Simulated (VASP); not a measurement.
# ZnSe (F-43m) in VASP: a series of runs, part 2 of 2

VASP 6.6.1. The steps go on from the part before.

## Step 5: Relaxation of cell and atoms, PBEsol, target pressure 25 GPa, at which the enthalpy is minimised

This run uses another cell than the first one, of 18.02 Å³/atom, 0.798 times its volume.

Contents of INCAR:

```
SYSTEM = ZnSe
PREC = Accurate ; ENCUT = 600
EDIFF = 1E-7 ; ISMEAR = 0
SIGMA = 0.02 ; LREAL = .FALSE.
LASPH = .TRUE. ; NELM = 60
ALGO = Normal ; ISIF = 3
LWAVE = .FALSE. ; LCHARG = .FALSE.
GGA = PS ; IBRION = 2
NSW = 70 ; EDIFFG = -0.008
PSTRESS = 250.0
```

Contents of KPOINTS:

```
regular mesh
0
G
  10 10 10
  0 0 0
```

Contents of POSCAR:

```
ZnSe
1.0
    0.0000000000      2.6216873881      2.6216873881
    2.6216873881      0.0000000000      2.6216873881
    2.6216873881      2.6216873881      0.0000000000
Zn Se
1 1
Direct
    0.0000000000      0.0000000000      0.0000000000
    0.7500000000      0.7500000000      0.7500000000
```

Potentials or basis: VASP PAW PBE potentials, release 64 (Zn, Se).

Launch:

```bash
> cat potpaw_PBE.64/Zn/POTCAR potpaw_PBE.64/Se/POTCAR > POTCAR
> mpirun -np 1 vasp_std > vasp.out
```

OUTCAR:

```text
SYSTEM = ZnSe
   PREC = Accurate
   ENCUT = 600
   EDIFF = 1E-7
   ISMEAR = 0
   LREAL = .FALSE.
   LASPH = .TRUE.
   NELM = 60
   ISIF = 3
   GGA = PS
   IBRION = 2
   NSW = 70
   EDIFFG = -0.008
   PSTRESS = 250.0

 ion  position               nearest neighbor table
   1  0.000  0.000  0.000-   2 2.27   2 2.27   2 2.27   2 2.27
   2  0.750  0.750  0.750-   1 2.27   1 2.27   1 2.27   1 2.27

  LATTYP: Found a face centered cubic cell.
 ALAT       =     5.2433747762

  Lattice vectors:

 A1 = (   0.0000000000,   2.6216873881,   2.6216873881)
 A2 = (   2.6216873881,   0.0000000000,   2.6216873881)
 A3 = (   2.6216873881,   2.6216873881,   0.0000000000)

Analysis of symmetry for initial positions (statically):
=====================================================================
 Subroutine PRICEL returns:
 Original cell was already a primitive cell.

 Routine SETGRP: Setting up the symmetry group for a
 face centered cubic supercell.

 Subroutine GETGRP returns: Found 24 space group operations
 (whereof 24 operations were pure point group operations)
 out of a pool of 48 trial point group operations.

The static configuration has the point symmetry T_d .

Analysis of symmetry for dynamics (positions and initial velocities):
=====================================================================
 Subroutine PRICEL returns:
 Original cell was already a primitive cell.

 Routine SETGRP: Setting up the symmetry group for a
 face centered cubic supercell.

 Subroutine GETGRP returns: Found 24 space group operations
 (whereof 24 operations were pure point group operations)
 out of a pool of 48 trial point group operations.

The dynamic configuration has the point symmetry T_d .

 Subroutine INISYM returns: Found 24 space group operations
 (whereof 24 operations are pure point group operations),
 and found     1 'primitive' translations

----------------------------------------------------------------------------------------

                                     Primitive cell

  volume of cell :      36.0390

[... 125 lines left out ...]
 NGX is ok and might be reduce to    30
   NGX = 15   NGY = 15   NGZ = 15

--------------------------------------- Ionic step        1  -------------------------------------------

 number of electron      17.9999988 magnetization

 Free energy of the ion-electron system (eV)
  ---------------------------------------------------
  ext. energy  EPLUGINS =         0.00000000
  ---------------------------------------------------
  free energy    TOTEN  =        -6.24508101 eV

  energy without entropy =       -6.24508101  energy(sigma->0) =       -6.24508101

------------------------ aborting loop because EDIFF is reached ----------------------------------------

  FORCE on cell =-STRESS in cart. coord.  units (eV):
  Direction    XX          YY          ZZ          XY          YZ          ZX
  --------------------------------------------------------------------------------------
  -------------------------------------------------------------------------------------
  Total        5.2754702      5.2754702      5.2754702      0.0000000      0.0000000      0.0000000
  in kB      234.5303473    234.5303473    234.5303473      0.0000000      0.0000000      0.0000000
  external PRESSURE =     -15.4696527 kB  Pullay stress =     250.0000000 kB
[... 63 lines left out ...]
--------------------------------------- Ionic step        3  -------------------------------------------

 number of electron      17.9999992 magnetization

 Free energy of the ion-electron system (eV)
  ---------------------------------------------------
  ext. energy  EPLUGINS =         0.00000000
  ---------------------------------------------------
  free energy    TOTEN  =        -6.19307134 eV

  energy without entropy =       -6.19307134  energy(sigma->0) =       -6.19307134

 E-fermi :   4.0158     XC(G=0): -10.6759

 val. band max:        3.9074395355   @ k =   0.0000   0.0000   0.0000
 cond. band min:       6.0801184191   @ k =   0.5000   0.5000   0.0000
 fundamental gap:      2.1726788836
 Fermi energy:         4.0157631054

 k-point     1 :       0.0000    0.0000    0.0000
  band No.  band energies     occupation
      1     -11.2827      2.00000
      2      -3.8813      2.00000
      3      -3.8813      2.00000
      4      -3.8813      2.00000
      5      -3.2519      2.00000
      6      -3.2519      2.00000
      7       3.9074      2.00000
      8       3.9074      2.00000
      9       3.9074      2.00000
     10       6.1314      0.00000
     11       9.4460      0.00000
     12       9.4460      0.00000
     13       9.4460      0.00000
[... 354 lines left out ...]
  band No.  band energies     occupation
      1      -9.9576      2.00000
      2      -4.0365      2.00000
      3      -3.5747      2.00000
      4      -3.5700      2.00000
      5      -3.2406      2.00000
      6      -3.1857      2.00000
      7      -0.9363      2.00000
      8       0.9558      2.00000
      9       1.2703      2.00000
     10       6.8634      0.00000
     11       8.0287      0.00000
     12      13.0339      0.00000
     13      13.8812      0.00000

 [... further k-points ...]
[... 5 lines left out ...]
  --------------------------------------------------------------------------------------
  -------------------------------------------------------------------------------------
  Total        5.5676427      5.5676427      5.5676427      0.0000000      0.0000000      0.0000000
  in kB      249.9064862    249.9064862    249.9064862      0.0000000      0.0000000      0.0000000
  external PRESSURE =      -0.0935138 kB  Pullay stress =     250.0000000 kB
[... 21 lines left out ...]
  energy  without entropy=       -6.1930713381  energy(sigma->0) =       -6.19307134

  enthalpy is  TOTEN    =        -0.6233452660 eV   P V=        5.5697260721

 reached required accuracy - stopping structural energy minimisation
```

CONTCAR:

```text
ZnSe
   1.00000000000000
     0.0000000000000000    2.6133132564394725    2.6133132564394725
     2.6133132564394725   -0.0000000000000000    2.6133132564394725
     2.6133132564394725    2.6133132564394725    0.0000000000000000
  Zn              Se
     1     1
Direct
     0.0000000000000000    0.0000000000000000    0.0000000000000000
     0.7500000000000000    0.7500000000000000    0.7500000000000000

  0.00000000E+00  0.00000000E+00  0.00000000E+00
  0.00000000E+00  0.00000000E+00  0.00000000E+00
```

It took 2.3 min on 1 thread of AMD EPYC 7R13, shared host; peak memory 0.17 GiB.

Results:

```
Free energy                                            : -6.1931 eV
Relaxed volume                                         : 17.85 Å³/atom
Relaxed cell                                           : a = 3.696 Å, b = 3.696 Å, c = 3.696 Å, α = 60.00°, β = 60.00°, γ = 60.00°
Space group after relaxing (to 0.05 Å)                 : F-43m (No. 216)
Energy change on relaxing (the enthalpy is what falls) : +26.0 meV/atom
Ionic steps                                            : 3
Pressure after relaxing                                : 25.0 GPa
Band gap on the k mesh                                 : 2.17 eV, indirect (least direct gap 2.22 eV)
```

Step by step:
```tsv
step	energy change (eV)	largest force (eV/Å)	pressure (GPa)	volume (Å³)
1	0.0000	0.0000	23.45	36.04
2	0.1433	0.0000	27.68	35.14
3	0.0520	0.0000	24.99	35.69
```

Final structure:
```
Zn Se
1.0
     0.00000    2.61331    2.61331
     2.61331    0.00000    2.61331
     2.61331    2.61331    0.00000
Zn Se
1 1
Direct
  0.00000 0.00000 0.00000
  0.75000 0.75000 0.75000
```

Levels at points of the mesh, in eV from the valence-band top:
```
           k point  band 6  band 7  band 8  band 9  band 10  band 11  band 12  band 13
(0.00, 0.00, 0.00)   -7.16    0.00    0.00    0.00     2.22     5.54     5.54     5.54
(0.50, 0.00, 0.00)   -7.13   -6.86   -1.30   -1.30     2.84     6.14     6.14     8.76
(0.50, 0.50, 0.00)   -6.89   -5.94   -3.24   -3.24     2.17     3.13    12.68    12.92
```

Caveat: the cell is relaxed towards a set pressure, so the enthalpy falls and the energy may rise; the PAW data sets were made with another functional, which shifts forces and pressure a little. PBEsol gaps usually lie below the measured ones, often by a third to a half.

## Step 6: Summary

```csv
cell,k mesh,gap on the mesh (eV),pressure (GPa)
"relaxed to -1 GPa from a = 3.996 Å, angles 60.0°, 2 atoms",8 × 8 × 8,1.16,-1.0
"relaxed to 90 GPa from a = 3.453 Å, angles 60.0°, 2 atoms",10 × 10 × 10,1.30,90.0
"relaxed to 50 GPa from a = 3.594 Å, angles 60.0°, 2 atoms",10 × 10 × 10,1.77,50.0
"relaxed to 25 GPa from a = 3.708 Å, angles 60.0°, 2 atoms",10 × 10 × 10,2.17,25.0
```

Alike in all rows: task relaxation of cell and atoms; level PBEsol; potentials or basis VASP PAW PBE potentials, release 64 (Zn, Se); no spin polarisation; cutoff (eV) 600; smearing gaussian 0.02 eV.

Caveats: the cell is relaxed towards a set pressure, so the enthalpy falls and the energy may rise; the PAW data sets were made with another functional, which shifts forces and pressure a little.

Total energies depend on the potentials used, so only differences within one code and one set of settings carry meaning.
